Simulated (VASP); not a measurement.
Here is a VASP 6.6.1 calculation.

INCAR

```
SYSTEM = Be2CdO3
  ALGO = Normal
  EDIFF = 1E-6
  ENCUT = 600
  GGA = PE
  GGA_COMPAT = .FALSE.
  ISIF = 2
  ISMEAR = 0
  LASPH = .TRUE.
  LCHARG = .TRUE.
  LELF = .TRUE.
  LREAL = .FALSE.
  LVHAR = .TRUE.
  LWAVE = .FALSE.
  NBANDS = 46
  NELM = 120
  PREC = Accurate
  SIGMA = 0.15
```

Contents of KPOINTS:

```
k-points
0
G
  2 2 3
  0 0 0
```

The input POSCAR:

```
Be2CdO3
1.0
    3.3237949337     -4.3978730175      0.0000000000
    3.3237949337      4.3978730175      0.0000000000
    0.0000000000      0.0000000000      4.0508806387
Be Cd O
4 2 6
Direct
    0.8369030029      0.8369030029      0.5000000000
    0.8369030029      0.8369030029      0.0000000000
    0.1630969971      0.1630969971      0.5000000000
    0.1630969971      0.1630969971      0.0000000000
    0.7030736843      0.2969263157      0.7500000000
    0.2969263157      0.7030736843      0.2500000000
    0.6141261041      0.8368203863      0.7500000000
    0.8368203863      0.6141261041      0.2500000000
    0.0871013338      0.9128986662      0.7500000000
    0.3858738959      0.1631796137      0.2500000000
    0.1631796137      0.3858738959      0.7500000000
    0.9128986662      0.0871013338      0.2500000000
```

Potentials or basis: VASP PAW PBE potentials, release 64 (Be, Cd, O).

Launch:

```console
$ cat potpaw_PBE.64/Be/POTCAR potpaw_PBE.64/Cd/POTCAR potpaw_PBE.64/O/POTCAR > POTCAR
$ mpirun -np 1 vasp_std > vasp.out
```

(1) Predict the pressure.

(2) Predict the largest force.

(3) Estimate the band gap on the k mesh.

Results:

(1) 0.5 GPa.

(2) 0.126 eV/Å.

(3) 1.58 eV (least direct gap 1.93 eV).

Caveat: the k points lie up to 0.59 Å⁻¹ apart; an odd mesh through Γ misses points on the zone boundary, where band edges can lie.
